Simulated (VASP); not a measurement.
# Ru (Fd-3m) in VASP: notebook, part 2 of 2

VASP 6.6.1. Earlier steps stand in the parts before.

**4. Single point, LDA (volume scaled by 0.96)**

INCAR reads:

```
  PREC = Accurate
  ENCUT = 520
  EDIFF = 1E-6
  ISMEAR = -1
  SIGMA = 0.1
  LREAL = F
  LASPH = T
  NELM = 60
  ALGO = Normal
  ISIF = 2
  LWAVE = F
  LCHARG = F
  NBANDS = 21
```

KPOINTS reads:

```
Automatic mesh
0
Gamma
  11 11 11
```

POSCAR reads:

```
Ru
1.0
    0.0000000000      2.6418910852      2.6418910852
    2.6418910852      0.0000000000      2.6418910852
    2.6418910852      2.6418910852      0.0000000000
Ru
2
Direct
    0.1250000000      0.1250000000      0.1250000000
    0.8750000000      0.8750000000      0.8750000000
```

Potentials or basis: VASP PAW LDA potentials, release 64 (Ru_pv).

Run with:

```bash
$ cat potpaw_LDA.64/Ru_pv/POTCAR > POTCAR
$ mpirun -np 1 vasp_std > vasp.out
```

OUTCAR:

```text
PREC = Accurate
   ENCUT = 520
   EDIFF = 1E-6
   ISMEAR = -1
   LREAL = F
   LASPH = T
   NELM = 60
   ISIF = 2

 ion  position               nearest neighbor table
   1  0.125  0.125  0.125-   2 2.29   2 2.29   2 2.29   2 2.29
   2  0.875  0.875  0.875-   1 2.29   1 2.29   1 2.29   1 2.29

  LATTYP: Found a face centered cubic cell.
 ALAT       =     5.2837821704

  Lattice vectors:

 A1 = (   0.0000000000,   2.6418910852,   2.6418910852)
 A2 = (   2.6418910852,   0.0000000000,   2.6418910852)
 A3 = (   2.6418910852,   2.6418910852,   0.0000000000)

Analysis of symmetry for initial positions (statically):
=====================================================================
 Subroutine PRICEL returns:
 Original cell was already a primitive cell.

 Routine SETGRP: Setting up the symmetry group for a
 face centered cubic supercell.

 Subroutine GETGRP returns: Found 48 space group operations
 (whereof 12 operations were pure point group operations)
 out of a pool of 48 trial point group operations.

[... 151 lines left out ...]
   NGX = 13   NGY = 13   NGZ = 13

 number of electron      28.0000012 magnetization

 Free energy of the ion-electron system (eV)
  ---------------------------------------------------
  ext. energy  EPLUGINS =         0.00000000
  ---------------------------------------------------
  free energy    TOTEN  =       -18.56532478 eV

  energy without entropy =      -18.50944078  energy(sigma->0) =      -18.53738278

 E-fermi :   8.0740     XC(G=0): -12.1583

 val. band max:        8.0666477523   @ k =   0.3636   0.1818   0.0000
 cond. band min:       8.0743274994   @ k =   0.4545   0.2727   0.0909
 fundamental gap:      0.0076797471
 Fermi energy:         8.0740219565

 k-point     1 :       0.0000    0.0000    0.0000
  band No.  band energies     occupation
      1     -35.1571      2.00000
      2     -35.1571      2.00000
      3     -35.1571      2.00000
      4     -34.0144      2.00000
      5     -34.0144      2.00000
      6     -34.0144      2.00000
[... 565 lines left out ...]
     20      18.4605      0.00000
     21      18.4608      0.00000

 [... further k-points ...]
[... 5 lines left out ...]
  --------------------------------------------------------------------------------------
  -------------------------------------------------------------------------------------
  Total        2.2435320      2.2435320      2.2435320      0.0000000     -0.0000000     -0.0000000
  in kB       97.4693629     97.4693629     97.4693629      0.0000000     -0.0000000     -0.0000000
  external PRESSURE =      97.4693629 kB  Pullay stress =       0.0000000 kB

 VOLUME and BASIS-vectors are now :
 -----------------------------------------------------------------------------
  energy-cutoff  :      520.00
  volume of cell :       36.88
      direct lattice vectors                 reciprocal lattice vectors
     0.000000000  2.641891085  2.641891085    -0.189258370  0.189258370  0.189258370
     2.641891085  0.000000000  2.641891085     0.189258370 -0.189258370  0.189258370
     2.641891085  2.641891085  0.000000000     0.189258370  0.189258370 -0.189258370

 POSITION                                       TOTAL-FORCE (eV/Angst)
 -----------------------------------------------------------------------------------
      0.66047      0.66047      0.66047        -0.000000     -0.000000     -0.000000
      4.62331      4.62331      4.62331         0.000000      0.000000      0.000000
 -----------------------------------------------------------------------------------
    total drift:                                0.000000     -0.000000     -0.000000

  FREE ENERGIE OF THE ION-ELECTRON SYSTEM (eV)
  ---------------------------------------------------
  free  energy   TOTEN  =       -18.5653247812 eV

  energy  without entropy=      -18.5094407788  energy(sigma->0) =      -18.53738278
```

Wall time 58 s (1 thread of Intel Xeon 6975P-C, shared host); peak memory 0.16 GiB.

Results:

* Free energy: -18.5653 eV
* Pressure: 9.7 GPa
* Band gap on the k mesh: zero (band 14 reaches 8.42 eV, above the bottom of band 15 at 7.50 eV)

Levels at points of the mesh, in eV from the Fermi level:
```csv
k point,band 10,band 11,band 12,band 13,band 14,band 15,band 16,band 17,band 18,band 19
"(0.00, 0.00, 0.00)",-3.52,-3.52,-3.52,-0.53,-0.53,-0.53,2.18,2.18,10.39,10.39
```

Caveat: the cell differs from its parent crystal (volume scaled by 0.96).

**5. Single point, LDA**

This run uses another cell than the first one, of 19.21 Å³/atom, 1.136 times its volume.

INCAR reads:

```
SYSTEM = Ru
PREC = Accurate
ENCUT = 520
EDIFF = 1E-6
ISMEAR = -1
SIGMA = 0.1
LREAL = .FALSE.
LASPH = .TRUE.
NELM = 80
ALGO = Normal
ISIF = 2
LWAVE = .FALSE.
LCHARG = .FALSE.
NBANDS = 21
```

KPOINTS reads:

```
Automatic mesh
0
G
  11 11 11
  0 0 0
```

POSCAR reads:

```
Ru
1.0
    0.0000000000      2.6780858718      2.6780858718
    2.6780858718      0.0000000000      2.6780858718
    2.6780858718      2.6780858718      0.0000000000
Ru
2
Direct
    0.1250000000      0.1250000000      0.1250000000
    0.8750000000      0.8750000000      0.8750000000
```

Run with:

```bash
$ cat potpaw_LDA.64/Ru_pv/POTCAR > POTCAR
$ mpirun -np 1 vasp_std > vasp.out
```

Wall time 60 s (1 thread of Intel Xeon 6975P-C, shared host); peak memory 0.16 GiB.

The run converged. Its results:

```yaml
Free_energy: -18.6160 eV
Pressure: 0.9 GPa
Band_gap_on_the_k_mesh: zero (band 14 reaches 7.85 eV, above the bottom of band 15 at 6.96 eV)
```

Levels at points of the mesh, in eV from the Fermi level:
```tsv
k point	band 10	band 11	band 12	band 13	band 14	band 15	band 16	band 17	band 18	band 19
(0.00, 0.00, 0.00)	-3.38	-3.38	-3.38	-0.52	-0.52	-0.52	2.04	2.04	10.41	10.41
```

**6. Summary**

```tsv
cell	gap on the mesh (eV)	pressure (GPa)
a = 3.629 Å, angles 60.0°, 2 atoms	none	35.0
a = 3.684 Å, angles 60.0°, 2 atoms	none	20.9
a = 3.736 Å, angles 60.0°, 2 atoms	none	9.7
a = 3.787 Å, angles 60.0°, 2 atoms	none	0.9
```

Alike in all rows: task single point; level LDA; potentials or basis VASP PAW LDA potentials, release 64 (Ru_pv); no spin polarisation; k mesh 11 × 11 × 11; cutoff (eV) 520; smearing fermi-dirac 0.1 eV.

Absolute energies hang on the potentials; compare differences alone.
